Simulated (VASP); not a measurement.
# Ca2Sn2N (I4/mmm) in VASP: single point with PBE

Aim: the single point of Ca2Sn2N with PBE.

All numbers are computed with VASP 6.6.1; they aren't measurements. Logs are shortened: lines on timing, memory, paths and dates and some standing lists are left out, and cuts for length are marked.

**1. The cell of the first run**

Symmetry: I4/mmm, No. 139, tetragonal system. The conventional cell has a = 5.036 Å, b = 5.036 Å, c = 8.806 Å, α = 90.00°, β = 90.00°, γ = 90.00°. Ca (site symmetry mmm) has 2 N at 2.52 Å and 8 Sn at 3.33 to 3.36 Å within 3.4 Å. Sn (site symmetry 4mm) has 1 N at 2.22 Å within 2.9 Å. N (site symmetry 4/mmm) has 2 Sn at 2.22 Å and 4 Ca at 2.52 Å within 2.9 Å.

The cell was built from a structure type or drawn by symmetry, and may not be a known phase.

**2. Single point, PBE**

The input, INCAR:

```
SYSTEM = Ca2Sn2N
PREC = Accurate ; ENCUT = 520
EDIFF = 1E-6 ; ISMEAR = 0
SIGMA = 0.1 ; LREAL = .FALSE.
LASPH = .TRUE. ; NELM = 60
ALGO = Normal ; ISIF = 2
LWAVE = .FALSE. ; LCHARG = .TRUE.
GGA = PE ; LELF = .TRUE.
LVHAR = .TRUE. ; NBANDS = 34
```

The input, KPOINTS:

```
regular mesh
0
G
  10 10 10
  0 0 0
```

The input, POSCAR:

```
Ca2Sn2N
1.0
   -2.5182072845      2.5182072845      4.4030590047
    2.5182072845     -2.5182072845      4.4030590047
    2.5182072845      2.5182072845     -4.4030590047
Ca Sn N
2 2 1
Direct
    0.0000000000      0.5000000000      0.5000000000
    0.5000000000      0.0000000000      0.5000000000
    0.2473512516      0.2473512516      0.0000000000
    0.7526487484      0.7526487484      0.0000000000
    0.5000000000      0.5000000000      0.0000000000
```

Potentials or basis: VASP PAW PBE potentials, release 64 (Ca_sv, Sn_d, N).

On the command line:

```bash
> cat potpaw_PBE.64/Ca_sv/POTCAR potpaw_PBE.64/Sn_d/POTCAR potpaw_PBE.64/N/POTCAR > POTCAR
> mpirun -np 1 vasp_std > vasp.out
```

OUTCAR:

```text
SYSTEM = Ca2Sn2N
   PREC = Accurate
   ENCUT = 520
   EDIFF = 1E-6
   ISMEAR = 0
   LREAL = .FALSE.
   LASPH = .TRUE.
   NELM = 60
   ISIF = 2
   GGA = PE

 ion  position               nearest neighbor table
   1  0.000  0.500  0.500-   3 3.33   4 3.33   3 3.33   4 3.33   3 3.36   4 3.36   4 3.36   3 3.36

   2  0.500  0.000  0.500-   3 3.33   4 3.33   3 3.33   4 3.33   3 3.36   4 3.36   3 3.36   4 3.36

   3  0.247  0.247  0.000-   5 2.22   2 3.33   1 3.33   1 3.33   2 3.33   1 3.36   2 3.36   2 3.36
                             1 3.36   4 3.56   4 3.56   4 3.56   4 3.56
   4  0.753  0.753  0.000-   5 2.22   1 3.33   2 3.33   1 3.33   2 3.33   2 3.36   1 3.36   2 3.36
                             1 3.36   3 3.56   3 3.56   3 3.56   3 3.56
   5  0.500  0.500  0.000-   3 2.22   4 2.22

  LATTYP: Found a body centered tetragonal cell.
 ALAT       =     5.0364145690
 C/A-ratio  =     1.7484895035

  Lattice vectors:

 A1 = (  -2.5182072845,   2.5182072845,   4.4030590047)
 A2 = (   2.5182072845,  -2.5182072845,   4.4030590047)
 A3 = (   2.5182072845,   2.5182072845,  -4.4030590047)

Analysis of symmetry for initial positions (statically):
=====================================================================
 Subroutine PRICEL returns:
 Original cell was already a primitive cell.

 Routine SETGRP: Setting up the symmetry group for a
 body centered tetragonal supercell.

 Subroutine GETGRP returns: Found 16 space group operations
 (whereof 16 operations were pure point group operations)
 out of a pool of 16 trial point group operations.

The static configuration has the point symmetry D_4h.

Analysis of symmetry for dynamics (positions and initial velocities):
=====================================================================
 Subroutine PRICEL returns:
 Original cell was already a primitive cell.

 Routine SETGRP: Setting up the symmetry group for a
 body centered tetragonal supercell.

 Subroutine GETGRP returns: Found 16 space group operations
 (whereof 16 operations were pure point group operations)
 out of a pool of 16 trial point group operations.

The dynamic configuration has the point symmetry D_4h.

 Subroutine INISYM returns: Found 16 space group operations
 (whereof 16 operations are pure point group operations),
 and found     1 'primitive' translations

----------------------------------------------------------------------------------------

                                     Primitive cell

  volume of cell :     111.6857

  direct lattice vectors                    reciprocal lattice vectors
    -2.518207284  2.518207284  4.403059005     0.000000000  0.198553949  0.113557415
     2.518207284 -2.518207284  4.403059005     0.198553949  0.000000000  0.113557415
     2.518207284  2.518207284 -4.403059005     0.198553949  0.198553949  0.000000000

  length of vectors
     5.663008428  5.663008428  5.663008428     0.228733376  0.228733376  0.280797687

  position of ions in fractional coordinates (direct lattice)
     0.000000000  0.500000000  0.500000000
     0.500000000  0.000000000  0.500000000
     0.247351252  0.247351252  0.000000000
     0.752648748  0.752648748  0.000000000
     0.500000000  0.500000000  0.000000000

  ion indices of the primitive-cell ions
   primitive index   ion index
                 1           1
                 2           2
                 3           3
                 4           4
                 5           5

----------------------------------------------------------------------------------------

 KPOINTS: regular mesh

Automatic generation of k-mesh.
 Grid dimensions read from file:
 generate k-points for:   10   10   10

 Generating k-lattice:

  Cartesian coordinates                     Fractional coordinates (reciprocal lattice)
     0.000000000  0.019855395  0.011355742     0.100000000  0.000000000  0.000000000
     0.019855395  0.000000000  0.011355742     0.000000000  0.100000000  0.000000000
     0.019855395  0.019855395  0.000000000     0.000000000  0.000000000  0.100000000

  Length of vectors
     0.022873338  0.022873338  0.028079769

  Shift w.r.t. Gamma in fractional coordinates (k-lattice)
     0.000000000  0.000000000  0.000000000

 Subroutine IBZKPT returns following result:
 ===========================================

 Found    102 irreducible k-points:

 Following reciprocal coordinates:
            Coordinates               Weight
  0.000000  0.000000  0.000000      1.000000
  0.100000 -0.000000  0.000000      8.000000
  0.200000 -0.000000  0.000000      8.000000
  0.300000 -0.000000  0.000000      8.000000
  0.400000 -0.000000  0.000000      8.000000
  0.500000 -0.000000  0.000000      4.000000
[... 16 lines left out ...]
  0.300000  0.300000  0.000000      8.000000
  0.400000  0.300000  0.000000     16.000000
 [... further k-points ...]
   k-points           NKPTS =    102   k-points in BZ     NKDIM =    102   number of bands    NBANDS=     34
   number of dos      NEDOS =    301   number of ions     NIONS =      5
   total plane-waves  NPLWV =  74088
   dimension x,y,z NGX =    42 NGY =   42 NGZ =   42
   dimension x,y,z NGXF=    84 NGYF=   84 NGZF=   84
   ions per type =               2   2   1
   NGX,Y,Z   is equivalent  to a cutoff of  12.33, 12.33, 12.33 a.u.
   NGXF,Y,Z  is equivalent  to a cutoff of  24.66, 24.66, 24.66 a.u.
 SYSTEM =  Ca2Sn2N
   PREC   = accura    normal or accurate (medium, high low for compatibility)
   ISTART =      0    job   : 0-new  1-cont  2-samecut
   ICHARG =      2    charge: 1-file 2-atom 10-const
   ISPIN  =      1    spin polarized calculation?
   LNONCOLLINEAR =      F non collinear calculations
   LSORBIT =      F    spin-orbit coupling
   LASPH  =      T    aspherical Exc in radial PAW
   ENCUT  =  520.0 eV  38.22 Ry    6.18 a.u.  10.53 10.53 10.53*2*pi/ulx,y,z
   NELM   =     60;   NELMIN=  2; NELMDL= -5     # of ELM steps
   EDIFF  = 0.1E-05   stopping-criterion for ELM
   LREAL  =      F    real-space projection
   EDIFFG = 0.1E-04   stopping-criterion for IOM
   NSW    =      0    number of steps for IOM
   IBRION =     -1    ionic relax: 0-MD 1-quasi-New 2-CG
   NFREE  =      0    steps in history (QN), initial steepest desc. (CG)
   ISIF   =      2    stress and relaxation
   ISYM   =      2    0-nonsym 1-usesym 2-fastsym
   POTIM  = 0.5000    time-step for ionic-motion
   TEBEG  =    0.0;   TEEND  =   0.0 temperature during run
   PSTRESS=    0.0 pullay stress
   NELECT =      53.0000    total number of electrons
   NUPDOWN=      -1.0000    fix difference up-down
   EMIN   =  10.00;   EMAX   =-10.00  energy-range for DOS
   EFERMI =   0.00;   METHOD = LEGACY
   ISMEAR =     0;   SIGMA  =   0.10  broadening in eV -4-tet -1-fermi 0-gaus
   EFERMI_NEDOS =   21; number of points for ismear=-14 and -15
   IALGO  =     38    algorithm
   IMIX   =      4    mixing-type and parameters
     AMIX     =   0.40;   BMIX     =  1.00
     AMIX_MAG =   1.60;   BMIX_MAG =  1.00
  volume/ion in A,a.u.               =      22.34       150.74
  Fermi-wavevector in a.u.,A,eV,Ry     =   1.276932  2.413051 22.185039  1.630554
  Thomas-Fermi vector in A             =   2.409560
   LORBIT       =      0    0 simple, 1 ext, 2 COOP (PROOUT), +10 PAW based schemes
   GGA     = PE    functional components
   LHFCALC =     F    Hartree Fock is set to
   AEXX    =    0.0000 exact exchange contribution
   IVDW    =     0    specifies the selected vdW correction
   LEPSILON=     F    determine dielectric tensor
   LRPA    =     F    only Hartree local field effects (RPA)
 non-spin polarized calculation
 Gauss-broadening in eV      SIGMA  =   0.10
  energy-cutoff  :      520.00
  volume of cell :      111.69
 maximum number of plane-waves:      3028
   NGX = 21   NGY = 21   NGZ = 21

 number of electron      53.0000003 magnetization

 Free energy of the ion-electron system (eV)
  ---------------------------------------------------
  ext. energy  EPLUGINS =         0.00000000
  ---------------------------------------------------
  free energy    TOTEN  =       -22.51115648 eV

  energy without entropy =      -22.50291885  energy(sigma->0) =      -22.50703766

 E-fermi :   6.2544     XC(G=0): -10.0273

 val. band max:        6.2538768732   @ k =   0.5000   0.1000   0.0000
 cond. band min:       6.2569079659   @ k =  -0.3000   0.2000  -0.0000
 fundamental gap:      0.0030310927
 Fermi energy:         6.2544499581

 k-point     1 :       0.0000    0.0000    0.0000
  band No.  band energies     occupation
      1     -34.6885      2.00000
      2     -34.6528      2.00000
      3     -15.9013      2.00000
      4     -15.9013      2.00000
      5     -15.7976      2.00000
      6     -15.7727      2.00000
[... 26 lines left out ...]
     33      10.4017      0.00000
     34      10.5754      0.00000

 k-point     2 :       0.1000   -0.0000    0.0000
  band No.  band energies     occupation
      1     -34.6876      2.00000
      2     -34.6536      2.00000
      3     -15.8966      2.00000
      4     -15.8956      2.00000
      5     -15.7948      2.00000
      6     -15.7745      2.00000
[... 26 lines left out ...]
     33      10.3707      0.00000
     34      10.4285      0.00000

 k-point     3 :       0.2000   -0.0000    0.0000
  band No.  band energies     occupation
      1     -34.6850      2.00000
      2     -34.6561      2.00000
      3     -15.8838      2.00000
      4     -15.8808      2.00000
      5     -15.7880      2.00000
      6     -15.7785      2.00000
[... 26 lines left out ...]
     33      10.1080      0.00000
     34      10.3142      0.00000
[... 704 lines left out ...]
 k-point    23 :       0.3000    0.3000    0.0000
  band No.  band energies     occupation
      1     -34.6761      2.00000
      2     -34.6645      2.00000
      3     -15.9230      2.00000
      4     -15.7977      2.00000
      5     -15.7867      2.00000
      6     -15.7810      2.00000
[... 26 lines left out ...]
     33       9.5681      0.00000
     34      10.2487      0.00000

 k-point    24 :       0.4000    0.3000    0.0000
  band No.  band energies     occupation
      1     -34.6731      2.00000
      2     -34.6674      2.00000
      3     -15.9306      2.00000
      4     -15.8224      2.00000
      5     -15.7831      2.00000
      6     -15.7820      2.00000
[... 26 lines left out ...]
     33      10.1851      0.00000
     34      10.2567      0.00000

 [... further k-points ...]

------------------------ aborting loop because EDIFF is reached ----------------------------------------

  FORCE on cell =-STRESS in cart. coord.  units (eV):
  Direction    XX          YY          ZZ          XY          YZ          ZX
  --------------------------------------------------------------------------------------
  -------------------------------------------------------------------------------------
  Total        0.0924755      0.0924755      0.0808155      0.0000000      0.0000000      0.0000000
  in kB        1.3265992      1.3265992      1.1593316      0.0000000      0.0000000      0.0000000
  external PRESSURE =       1.2708433 kB  Pullay stress =       0.0000000 kB

 VOLUME and BASIS-vectors are now :
 -----------------------------------------------------------------------------
  energy-cutoff  :      520.00
  volume of cell :      111.69
      direct lattice vectors                 reciprocal lattice vectors
    -2.518207284  2.518207284  4.403059005     0.000000000  0.198553949  0.113557415
     2.518207284 -2.518207284  4.403059005     0.198553949  0.000000000  0.113557415
     2.518207284  2.518207284 -4.403059005     0.198553949  0.198553949  0.000000000

 POSITION                                       TOTAL-FORCE (eV/Angst)
 -----------------------------------------------------------------------------------
      2.51821      0.00000      0.00000         0.000000      0.000000     -0.000000
      0.00000      2.51821      0.00000         0.000000      0.000000     -0.000000
      0.00000      0.00000      2.17820        -0.000000     -0.000000     -0.011256
      0.00000      0.00000      6.62791         0.000000      0.000000      0.011256
      0.00000      0.00000      4.40306         0.000000      0.000000      0.000000
 -----------------------------------------------------------------------------------
    total drift:                                0.000000      0.000000     -0.000000

  FREE ENERGIE OF THE ION-ELECTRON SYSTEM (eV)
  ---------------------------------------------------
  free  energy   TOTEN  =       -22.5111564757 eV

  energy  without entropy=      -22.5029188452  energy(sigma->0) =      -22.50703766
```

It took 13 min on 1 thread of Oxide Virtual Turin-like, shared host; peak memory 0.47 GiB.

What came out:

* Free energy: -22.5112 eV
* Pressure: 0.1 GPa
* Largest force: 0.011 eV/Å
* Band gap on the k mesh: zero (an odd number of electrons rules out a gap without spin polarisation)

Forces in eV/Å, atoms in the order of the input:
```
Ca   0.000  0.000  0.000
Ca   0.000  0.000  0.000
Sn   0.000  0.000 -0.011
Sn   0.000  0.000  0.011
N    0.000  0.000  0.000
```

Levels at points of the mesh, in eV from the Fermi level:
```
           k point  band 24  band 25  band 26  band 27  band 28  band 29  band 30  band 31
(0.00, 0.00, 0.00)    -2.47    -2.34    -2.34    -0.86     1.27     2.80     2.80     2.85
(0.50, 0.00, 0.00)    -2.88    -0.93    -0.72    -0.45     0.12     1.66     2.43     2.61
(0.50, 0.50, 0.00)    -3.20    -3.05    -1.87     0.20     1.19     2.33     2.93     3.89
(0.50, 0.50, 0.50)    -2.78    -0.95    -0.16    -0.16     0.81     1.57     1.70     1.70
```

Caveat: spin-orbit coupling is left out, which moves the levels of the heavy elements.
